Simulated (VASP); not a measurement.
# MgO (Fm-3m) in VASP: further runs

Runs on MgO. Level: PBE. Tasks: single point.

All numbers are computed with VASP 6.6.1; they aren't measurements. Logs are shortened: lines on timing, memory, paths and dates and some standing lists are left out, and cuts for length are marked.

**The experiment to reproduce.**

“Electronic structure of alkaline earth and post-transition metal oxides”, 2009, arxiv:0908.1581 quotes, for a bulk crystal of MgO: band gap 7.83 eV.

How close the calculation comes is told below.

### 1 The cell of the first run

It takes space group Fm-3m (No. 225, cubic). Conventional cell: a = 4.255 Å, b = 4.255 Å, c = 4.255 Å, α = 90.00°, β = 90.00°, γ = 90.00°. Within 2.8 Å of Mg (site symmetry m-3m) lie 6 O at 2.13 Å. O (site symmetry m-3m) has 6 Mg at 2.13 Å within 2.8 Å.

### 2 Single point, PBE

File INCAR:

```
SYSTEM = MgO
PREC = Accurate ; ENCUT = 520
EDIFF = 1E-6 ; ISMEAR = 1
SIGMA = 0.01 ; LREAL = .FALSE.
LASPH = .TRUE. ; NELM = 100
ALGO = Normal ; ISIF = 2
LWAVE = .FALSE. ; LCHARG = .FALSE.
GGA = PE ; NBANDS = 11
```

File KPOINTS:

```
Automatic mesh
0
G
  14 14 14
  0 0 0
```

File POSCAR:

```
MgO
1.0
    0.0000000000      2.1275072717      2.1275072717
    2.1275072717      0.0000000000      2.1275072717
    2.1275072717      2.1275072717      0.0000000000
Mg O
1 1
Direct
    0.0000000000      0.0000000000      0.0000000000
    0.5000000000      0.5000000000      0.5000000000
```

Potentials or basis: VASP PAW PBE potentials, release 64 (Mg, O).

Started as:

```
cat potpaw_PBE.64/Mg/POTCAR potpaw_PBE.64/O/POTCAR > POTCAR
mpirun -np 1 vasp_std > vasp.out
```

OUTCAR:

```text
SYSTEM = MgO
   PREC = Accurate
   ENCUT = 520
   EDIFF = 1E-6
   ISMEAR = 1
   LREAL = .FALSE.
   LASPH = .TRUE.
   NELM = 100
   ISIF = 2
   GGA = PE

 ion  position               nearest neighbor table
   1  0.000  0.000  0.000-   2 2.13   2 2.13   2 2.13   2 2.13   2 2.13   2 2.13
   2  0.500  0.500  0.500-   1 2.13   1 2.13   1 2.13   1 2.13   1 2.13   1 2.13

  LATTYP: Found a face centered cubic cell.
 ALAT       =     4.2550145434

  Lattice vectors:

 A1 = (   0.0000000000,   2.1275072717,   2.1275072717)
 A2 = (   2.1275072717,   0.0000000000,   2.1275072717)
 A3 = (   2.1275072717,   2.1275072717,   0.0000000000)

Analysis of symmetry for initial positions (statically):
=====================================================================
 Subroutine PRICEL returns:
 Original cell was already a primitive cell.

 Routine SETGRP: Setting up the symmetry group for a
 face centered cubic supercell.

 Subroutine GETGRP returns: Found 48 space group operations
[... 9 lines left out ...]

 Routine SETGRP: Setting up the symmetry group for a
 face centered cubic supercell.

 Subroutine GETGRP returns: Found 48 space group operations
[... 11 lines left out ...]
                                     Primitive cell

  volume of cell :      19.2594

  direct lattice vectors                    reciprocal lattice vectors
     0.000000000  2.127507272  2.127507272    -0.235016823  0.235016823  0.235016823
     2.127507272  0.000000000  2.127507272     0.235016823 -0.235016823  0.235016823
     2.127507272  2.127507272  0.000000000     0.235016823  0.235016823 -0.235016823

  length of vectors
     3.008749638  3.008749638  3.008749638     0.407061078  0.407061078  0.407061078

  position of ions in fractional coordinates (direct lattice)
     0.000000000  0.000000000  0.000000000
     0.500000000  0.500000000  0.500000000

  ion indices of the primitive-cell ions
   primitive index   ion index
                 1           1
                 2           2

----------------------------------------------------------------------------------------

 KPOINTS: Automatic mesh

Automatic generation of k-mesh.
 Grid dimensions read from file:
 generate k-points for:   14   14   14

 Generating k-lattice:

  Cartesian coordinates                     Fractional coordinates (reciprocal lattice)
    -0.016786916  0.016786916  0.016786916     0.071428571  0.000000000  0.000000000
     0.016786916 -0.016786916  0.016786916     0.000000000  0.071428571  0.000000000
     0.016786916  0.016786916 -0.016786916     0.000000000  0.000000000  0.071428571

  Length of vectors
     0.029075791  0.029075791  0.029075791

  Shift w.r.t. Gamma in fractional coordinates (k-lattice)
     0.000000000  0.000000000  0.000000000

 Subroutine IBZKPT returns following result:
 ===========================================

 Found    104 irreducible k-points:

 Following reciprocal coordinates:
            Coordinates               Weight
  0.000000  0.000000  0.000000      1.000000
  0.071429  0.000000  0.000000      8.000000
  0.142857  0.000000  0.000000      8.000000
  0.214286  0.000000  0.000000      8.000000
  0.285714  0.000000  0.000000      8.000000
  0.357143  0.000000  0.000000      8.000000
[... 16 lines left out ...]
  0.214286  0.142857  0.000000     24.000000
  0.285714  0.142857  0.000000     24.000000
 [... further k-points ...]
   k-points           NKPTS =    104   k-points in BZ     NKDIM =    104   number of bands    NBANDS=     11
   number of dos      NEDOS =    301   number of ions     NIONS =      2
   total plane-waves  NPLWV =  13824
   dimension x,y,z NGX =    24 NGY =   24 NGZ =   24
   dimension x,y,z NGXF=    48 NGYF=   48 NGZF=   48
   ions per type =               1   1
   NGX,Y,Z   is equivalent  to a cutoff of  13.26, 13.26, 13.26 a.u.
   NGXF,Y,Z  is equivalent  to a cutoff of  26.52, 26.52, 26.52 a.u.
 SYSTEM =  MgO
   PREC   = accura    normal or accurate (medium, high low for compatibility)
   ISTART =      0    job   : 0-new  1-cont  2-samecut
   ICHARG =      2    charge: 1-file 2-atom 10-const
   ISPIN  =      1    spin polarized calculation?
   LNONCOLLINEAR =      F non collinear calculations
   LSORBIT =      F    spin-orbit coupling
   LASPH  =      T    aspherical Exc in radial PAW
   ENCUT  =  520.0 eV  38.22 Ry    6.18 a.u.   5.59  5.59  5.59*2*pi/ulx,y,z
   NELM   =    100;   NELMIN=  2; NELMDL= -5     # of ELM steps
   EDIFF  = 0.1E-05   stopping-criterion for ELM
   LREAL  =      F    real-space projection
   EDIFFG = 0.1E-04   stopping-criterion for IOM
   NSW    =      0    number of steps for IOM
   IBRION =     -1    ionic relax: 0-MD 1-quasi-New 2-CG
   NFREE  =      0    steps in history (QN), initial steepest desc. (CG)
   ISIF   =      2    stress and relaxation
   ISYM   =      2    0-nonsym 1-usesym 2-fastsym
   POTIM  = 0.5000    time-step for ionic-motion
   TEBEG  =    0.0;   TEEND  =   0.0 temperature during run
   PSTRESS=    0.0 pullay stress
   NELECT =       8.0000    total number of electrons
   NUPDOWN=      -1.0000    fix difference up-down
   EMIN   =  10.00;   EMAX   =-10.00  energy-range for DOS
   EFERMI =   0.00;   METHOD = LEGACY
   ISMEAR =     1;   SIGMA  =   0.01  broadening in eV -4-tet -1-fermi 0-gaus
   EFERMI_NEDOS =   21; number of points for ismear=-14 and -15
   IALGO  =     38    algorithm
   IMIX   =      4    mixing-type and parameters
     AMIX     =   0.40;   BMIX     =  1.00
     AMIX_MAG =   1.60;   BMIX_MAG =  1.00
  volume/ion in A,a.u.               =       9.63        64.98
  Fermi-wavevector in a.u.,A,eV,Ry     =   1.221491  2.308284 20.300456  1.492041
  Thomas-Fermi vector in A             =   2.356672
   LORBIT       =      0    0 simple, 1 ext, 2 COOP (PROOUT), +10 PAW based schemes
   GGA     = PE    functional components
   LHFCALC =     F    Hartree Fock is set to
   AEXX    =    0.0000 exact exchange contribution
   IVDW    =     0    specifies the selected vdW correction
   LEPSILON=     F    determine dielectric tensor
   LRPA    =     F    only Hartree local field effects (RPA)
 non-spin polarized calculation
 Methfessel and Paxton  Order N= 1 SIGMA  =   0.01
  energy-cutoff  :      520.00
  volume of cell :       19.26
 maximum number of plane-waves:       533
   NGX = 11   NGY = 11   NGZ = 11

 number of electron       8.0000004 magnetization

 Free energy of the ion-electron system (eV)
  ---------------------------------------------------
  ext. energy  EPLUGINS =         0.00000000
  ---------------------------------------------------
  free energy    TOTEN  =       -11.91164198 eV

  energy without entropy =      -11.91164198  energy(sigma->0) =      -11.91164198

 E-fermi :   3.0050     XC(G=0): -10.9354

 val. band max:        2.9623162118   @ k =   0.0000   0.0000   0.0000
 cond. band min:       7.3981418672   @ k =   0.0000   0.0000   0.0000
 fundamental gap:      4.4358256554
 Fermi energy:         3.0050319801

 k-point     1 :       0.0000    0.0000    0.0000
  band No.  band energies     occupation
      1     -14.1479      2.00000
      2       2.9623      2.00000
      3       2.9623      2.00000
      4       2.9623      2.00000
      5       7.3981      0.00000
      6      18.5892      0.00000
      7      18.5892      0.00000
      8      18.5892      0.00000
      9      22.4265      0.00000
     10      24.1657      0.00000
     11      24.1657      0.00000

 k-point     2 :       0.0714    0.0000    0.0000
  band No.  band energies     occupation
      1     -14.0963      2.00000
      2       2.6091      2.00000
      3       2.9290      2.00000
      4       2.9290      2.00000
      5       7.7452      0.00000
      6      17.8394      0.00000
      7      18.7102      0.00000
      8      18.7102      0.00000
      9      23.3977      0.00000
     10      23.6908      0.00000
     11      23.6908      0.00000

 k-point     3 :       0.1429    0.0000    0.0000
  band No.  band energies     occupation
      1     -13.9480      2.00000
      2       1.7912      2.00000
      3       2.8372      2.00000
      4       2.8372      2.00000
      5       8.5320      0.00000
      6      16.6275      0.00000
      7      19.0147      0.00000
      8      19.0147      0.00000
      9      22.9928      0.00000
     10      22.9928      0.00000
     11      24.6883      0.00000

 k-point     4 :       0.2143    0.0000    0.0000
  band No.  band energies     occupation
      1     -13.7232      2.00000
      2       0.8323      2.00000
      3       2.7087      2.00000
      4       2.7087      2.00000
      5       9.3951      0.00000
      6      15.6663      0.00000
      7      19.3054      0.00000
      8      19.3054      0.00000
      9      22.6788      0.00000
     10      22.6788      0.00000
     11      24.6719      0.00000

 k-point     5 :       0.2857    0.0000    0.0000
  band No.  band energies     occupation
      1     -13.4571      2.00000
      2      -0.0852      2.00000
      3       2.5712      2.00000
      4       2.5712      2.00000
      5      10.0896      0.00000
      6      15.1350      0.00000
      7      19.3453      0.00000
      8      19.3453      0.00000
      9      23.0099      0.00000
     10      23.0099      0.00000
     11      24.2142      0.00000

 k-point     6 :       0.3571    0.0000    0.0000
  band No.  band energies     occupation
      1     -13.1995      2.00000
      2      -0.8430      2.00000
      3       2.4515      2.00000
      4       2.4515      2.00000
      5      10.4877      0.00000
      6      15.0291      0.00000
      7      19.1858      0.00000
      8      19.1858      0.00000
      9      23.7790      0.00000
     10      23.8287      0.00000
     11      23.8287      0.00000

 k-point     7 :       0.4286    0.0000    0.0000
  band No.  band energies     occupation
      1     -13.0096      2.00000
      2      -1.3457      2.00000
      3       2.3708      2.00000
      4       2.3708      2.00000
      5      10.6369      0.00000
      6      15.1471      0.00000
      7      19.0233      0.00000
      8      19.0233      0.00000
      9      23.4950      0.00000
     10      24.6931      0.00000
     11      24.6931      0.00000

 k-point     8 :       0.5000    0.0000    0.0000
  band No.  band energies     occupation
      1     -12.9387      2.00000
      2      -1.5224      2.00000
      3       2.3424      2.00000
      4       2.3424      2.00000
      5      10.6674      0.00000
      6      15.2250      0.00000
      7      18.9604      0.00000
      8      18.9604      0.00000
      9      23.3992      0.00000
     10      25.0818      0.00000
     11      25.0818      0.00000
[... 141 lines left out ...]
 k-point    19 :      -0.2143    0.0714    0.0000
  band No.  band energies     occupation
      1     -13.6013      2.00000
      2       0.4861      2.00000
      3       2.4538      2.00000
      4       2.6955      2.00000
      5       9.8553      0.00000
      6      15.3056      0.00000
      7      18.9845      0.00000
      8      19.6304      0.00000
      9      21.7832      0.00000
     10      23.4224      0.00000
     11      25.2264      0.00000

 k-point    20 :      -0.1429    0.0714    0.0000
  band No.  band energies     occupation
      1     -13.8393      2.00000
      2       1.3746      2.00000
      3       2.6284      2.00000
      4       2.8212      2.00000
      5       9.0323      0.00000
      6      16.0523      0.00000
      7      18.9941      0.00000
      8      19.3322      0.00000
      9      21.9641      0.00000
     10      23.3792      0.00000
     11      25.3937      0.00000

 k-point    21 :      -0.0714    0.0714    0.0000
  band No.  band energies     occupation
      1     -14.0127      2.00000
      2       2.1618      2.00000
      3       2.8008      2.00000
      4       2.9058      2.00000
      5       8.2290      0.00000
      6      17.0498      0.00000
      7      18.8429      0.00000
      8      18.9242      0.00000
      9      22.7281      0.00000
     10      23.6859      0.00000
     11      24.4912      0.00000

 k-point    22 :       0.1429    0.1429    0.0000
  band No.  band energies     occupation
      1     -13.8850      2.00000
      2       1.7099      2.00000
      3       2.6773      2.00000
      4       2.6773      2.00000
      5       8.8999      0.00000
      6      16.0620      0.00000
      7      19.1895      0.00000
      8      19.1895      0.00000
      9      20.9335      0.00000
     10      24.7787      0.00000
     11      26.3030      0.00000

 k-point    23 :       0.2143    0.1429    0.0000
  band No.  band energies     occupation
      1     -13.7221      2.00000
      2       1.1058      2.00000
      3       2.5393      2.00000
      4       2.5406      2.00000
      5       9.5987      0.00000
      6      15.2981      0.00000
      7      19.2584      0.00000
      8      19.4741      0.00000
      9      20.3048      0.00000
     10      24.8106      0.00000
     11      27.0429      0.00000

 k-point    24 :       0.2857    0.1429    0.0000
  band No.  band energies     occupation
      1     -13.4993      2.00000
      2       0.3768      2.00000
      3       2.3534      2.00000
      4       2.4000      2.00000
      5      10.3750      0.00000
      6      14.7298      0.00000
      7      18.6171      0.00000
      8      19.6690      0.00000
      9      20.7441      0.00000
     10      24.8465      0.00000
     11      26.8249      0.00000

 [... further k-points ...]
[... 5 lines left out ...]
  --------------------------------------------------------------------------------------
  -------------------------------------------------------------------------------------
  Total       -0.1052171     -0.1052171     -0.1052171      0.0000000     -0.0000000     -0.0000000
  in kB       -8.7529391     -8.7529391     -8.7529391      0.0000000     -0.0000000     -0.0000000
  external PRESSURE =      -8.7529391 kB  Pullay stress =       0.0000000 kB

 VOLUME and BASIS-vectors are now :
 -----------------------------------------------------------------------------
  energy-cutoff  :      520.00
  volume of cell :       19.26
      direct lattice vectors                 reciprocal lattice vectors
     0.000000000  2.127507272  2.127507272    -0.235016823  0.235016823  0.235016823
     2.127507272  0.000000000  2.127507272     0.235016823 -0.235016823  0.235016823
     2.127507272  2.127507272  0.000000000     0.235016823  0.235016823 -0.235016823

 POSITION                                       TOTAL-FORCE (eV/Angst)
 -----------------------------------------------------------------------------------
      0.00000      0.00000      0.00000        -0.000000     -0.000000      0.000000
      2.12751      2.12751      2.12751         0.000000      0.000000      0.000000
 -----------------------------------------------------------------------------------
    total drift:                               -0.000000     -0.000000      0.000000

  FREE ENERGIE OF THE ION-ELECTRON SYSTEM (eV)
  ---------------------------------------------------
  free  energy   TOTEN  =       -11.9116419809 eV

  energy  without entropy=      -11.9116419809  energy(sigma->0) =      -11.91164198
```

It took 23 s on 1 thread of Intel Xeon 8259CL, shared host; peak memory 0.15 GiB.

What came out:

```
Free energy            : -11.9116 eV
Pressure               : -0.9 GPa
Band gap on the k mesh : 4.44 eV, direct
```

[end of part 1 of 2]
